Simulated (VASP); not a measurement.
Here is a VASP 6.6.1 calculation.

The input INCAR:

```
SYSTEM = Au
PREC     = Accurate       ! precision mode
ENCUT    = 520            ! plane-wave cutoff, eV
EDIFF    = 1E-6           ! SCF threshold, eV
ISMEAR   = -1             ! smearing method
SIGMA    = 0.05           ! smearing width, eV
LREAL    = .FALSE.        ! projectors in reciprocal space
LASPH    = .TRUE.         ! aspherical terms in the spheres
NELM     = 80             ! most SCF steps
ALGO     = Normal         ! electronic algorithm
ISIF     = 2              ! what is computed and relaxed
LWAVE    = .FALSE.        ! write WAVECAR
LCHARG   = .FALSE.        ! write CHGCAR
LDIPOL   = .TRUE.       
IDIPOL   = 3            
DIPOL    = 0.5 0.5 0.500
NBANDS   = 36             ! bands
```

KPOINTS

```
Automatic mesh
0
G
  11 11 1
  0 0 0
```

Contents of POSCAR:

```
Au
1.0
    2.8626073067      0.0000000000      0.0000000000
    0.0000000000      2.8626073067      0.0000000000
    0.0000000000      0.0000000000     19.0178000000
Au
5
Direct
    0.0000000000      0.0000000000      0.2892026025
    0.5000000000      0.5000000000      0.3937903695
    0.0000000000      0.0000000000      0.5000000006
    0.5000000000      0.5000000000      0.6062096308
    0.0000000000      0.0000000000      0.7107973975
```

Potentials or basis: VASP PAW LDA potentials, release 64 (Au).

Run with:

```sh
$ cat potpaw_LDA.64/Au/POTCAR > POTCAR
$ mpirun -np 1 vasp_std > vasp.out
```

Question: Predict the band gap on the k mesh.

Answer: Zero (an odd number of electrons rules out a gap without spin polarisation).

Question: What does it give for the largest force?

Answer: 0.031 eV/Å.

Forces on the atoms (eV/Å):
```
Au   0.000  0.000 -0.031
Au   0.000  0.000 -0.004
Au   0.000  0.000  0.000
Au   0.000  0.000  0.004
Au   0.000  0.000  0.031
```

Caveat: spin-orbit coupling is left out, which moves the levels of the heavy elements.
